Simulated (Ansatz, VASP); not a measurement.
# BeCd3S2: VASP beside Ansatz

```
Be Cd S
1.0
    -2.86412    2.86412    4.83005
     2.86412   -2.86412    4.83005
     2.86412    2.86412   -4.83005
Be Cd S
1 3 2
Direct
  0.00000 0.00000 0.00000
  0.50000 0.50000 0.00000
  0.50000 0.00000 0.50000
  0.00000 0.50000 0.50000
  0.75000 0.25000 0.50000
  0.25000 0.75000 0.50000
```

Alike in both runs: functional PBE; k mesh 4 × 4 × 4; occupations gaussian, width 0.1 eV; no spin polarisation.

Ansatz relaxed the structure, and its values are those at the end. VASP's run is a single point on that final structure, the one shown.

```csv
,VASP,Ansatz
version,VASP 6.6.1,Ansatz 0.2.0
potentials or method,"VASP PAW PBE potentials, release 64 (Be, Cd, S), cutoff 520 eV","scalar-relativistic, plane waves, PAW"
valence electrons in the cell,50,74
```

```tsv
	VASP	Ansatz	Ansatz less VASP
gap on the k mesh at the Fermi level (eV)	none	none	-
pressure (GPa)	0.5	0.3	-0.26
```

A gap of «none» marks a metal or a gap that the smearing closes. VASP's potentials hold 50 valence electrons a cell and Ansatz's 74, so a difference there can come from the potentials and not from the codes.

The k mesh is coarse, so the values compare programs but aren't converged.
